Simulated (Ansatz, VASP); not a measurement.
One calculation of SnSe, two programs

Contents of POSCAR:

```
SnSe
1.0
    4.2853274191      0.0000000000      0.0000000000
    0.0000000000      4.2853274191      0.0000000000
    0.0000000000      0.0000000000     10.9906921300
Sn Se
2 2
Direct
    0.0000000000      0.5000000000      0.6277708900
    0.5000000000      0.0000000000      0.3722291100
    0.0000000000      0.5000000000      0.3839605100
    0.5000000000      0.0000000000      0.6160394900
```

Contents of INCAR.step1:

```
PREC = Accurate ; ENCUT = 520
EDIFF = 1E-5 ; ISMEAR = -1
SIGMA = 0.05 ; LREAL = F
LASPH = T ; NELM = 60
ALGO = Normal ; ISIF = 2
LWAVE = T ; LCHARG = F
NBANDS = 28 ; GGA = PE
```

File INCAR.step2:

```
PREC = Accurate ; ENCUT = 520
EDIFF = 1E-7 ; ISMEAR = -1
SIGMA = 0.05 ; LREAL = F
LASPH = T ; NELM = 60
ALGO = Normal ; ISIF = 2
LWAVE = F ; LCHARG = F
GGA = PE ; LHFCALC = T
AEXX = 0.1 ; HFSCREEN = 0.2
PRECFOCK = Normal ; NBANDS = 28
ISTART = 1
```

KPOINTS

```
regular mesh
0
Gamma
  3 3 2
```

File input.yaml:

```yaml
crystal:
  lattice:
    - [4.2853274191, 0.0, 0.0]
    - [0.0, 4.2853274191, 0.0]
    - [0.0, 0.0, 10.99069213]
  atoms:
    - { symbol: Sn, position: [0.0, 0.5, 0.62777089] }
    - { symbol: Sn, position: [0.5, 0.0, 0.37222911] }
    - { symbol: Se, position: [0.0, 0.5, 0.38396051] }
    - { symbol: Se, position: [0.5, 0.0, 0.61603949] }
hamiltonian:
  xc: { exchange: pbe, correlation: pbe, exx: { coeff: 0.1, omega: 0.2 } }
  pseudopotentials: { kind: paw }
kpoints:
  mp_grid: { grid: [3, 3, 2] }
scf:
  occupations: { method: fermi_dirac, width: 0.05 }
output:
  forces: true
  stress: true
  eigenvalues: true
```

Alike in both runs: task single point; functional PBE-based screened hybrid with a share of 0.1 of exact exchange and HFSCREEN = 0.2; k mesh 3 × 3 × 2; occupations fermi-dirac, width 0.05 eV; no spin polarisation.

|  | VASP | Ansatz |
| --- | --- | --- |
| version | VASP 6.6.1 | Ansatz 0.2.0 |
| potentials or method | VASP PAW PBE potentials, release 64 (Sn_d, Se) | Ansatz PAW |
| plane-wave cutoff (eV) | 520 | 420 |
| valence electrons in the cell | 40 | 60 |

```tsv
	VASP	Ansatz	Ansatz less VASP
gap on the k mesh at the Fermi level (eV)	1.71	1.71	+0.002
least direct gap on the mesh (eV)	1.71	1.71	+0.002
rms of the force components (eV/Å)	0.236	0.230	-0.0056
```

VASP's potentials were made for PBE, not for PBE-based screened hybrid. Atom by atom the forces differ by 0.006 eV/Å (rms over components). The functional is the same, so the differences come from potentials, cutoffs and numerics. VASP's potentials hold 40 valence electrons a cell and Ansatz's 60, so a difference there can come from the potentials and not from the codes.

The k mesh is coarse, so the values compare programs but aren't converged. Noted on Ansatz's run: odd divisions of the mesh miss points on the zone boundary, where band edges often lie, so the gap on the mesh can be too wide.
